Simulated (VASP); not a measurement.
Wanted: the native input for a VASP 6.6.1 run.

| Property | Result |
| --- | --- |
| Task | single point |
| Functional | PBE |
| Potentials or basis | VASP PAW PBE potentials, release 64 (C) |
| Cutoff | 520 eV |
| k mesh | 12 × 12 × 7 |
| Occupations | fermi-dirac, width 0.05 eV |
| Spin | no spin polarisation |
| Dipole correction | no |
| Further INCAR settings | ALGO = Normal; EDIFF = 1e-07; NBANDS = 16 |

The structure of C lies in POSCAR:

```
C
1.0
    2.4777151802      0.0000000000      0.0000000000
   -1.2388575901      2.1457642894      0.0000000000
    0.0000000000      0.0000000000      4.1237322569
C
4
Direct
    0.3333333333      0.6666666667      0.0627282291
    0.6666666667      0.3333333333      0.5627282291
    0.3333333333      0.6666666667      0.4372717709
    0.6666666667      0.3333333333      0.9372717709
```

This cell differs from its parent crystal: volume scaled by 0.96.

These files were run (other wordings do the same):

INCAR

```
PREC = Accurate ; ENCUT = 520
EDIFF = 1E-7 ; ISMEAR = -1
SIGMA = 0.05 ; LREAL = F
LASPH = T ; NELM = 80
ALGO = Normal ; ISIF = 2
LWAVE = F ; LCHARG = F
GGA = PE ; NBANDS = 16
```

KPOINTS

```
Automatic mesh
0
Gamma
  12 12 7
```

Potentials or basis: VASP PAW PBE potentials, release 64 (C).

The run is started by

```sh
$ cat potpaw_PBE.64/C/POTCAR > POTCAR
$ mpirun -np 1 vasp_std > vasp.out
```

It gave:

| Quantity | Value |
| --- | --- |
| Pressure | 19.9 GPa |
| Largest force | 0.055 eV/Å |
| Band gap on the k mesh | 3.20 eV, indirect (least direct gap 5.03 eV) |

Wall time 35 s on 1 thread of Intel Xeon 6975P-C, with other jobs on the host, peak memory 0.1 GiB.
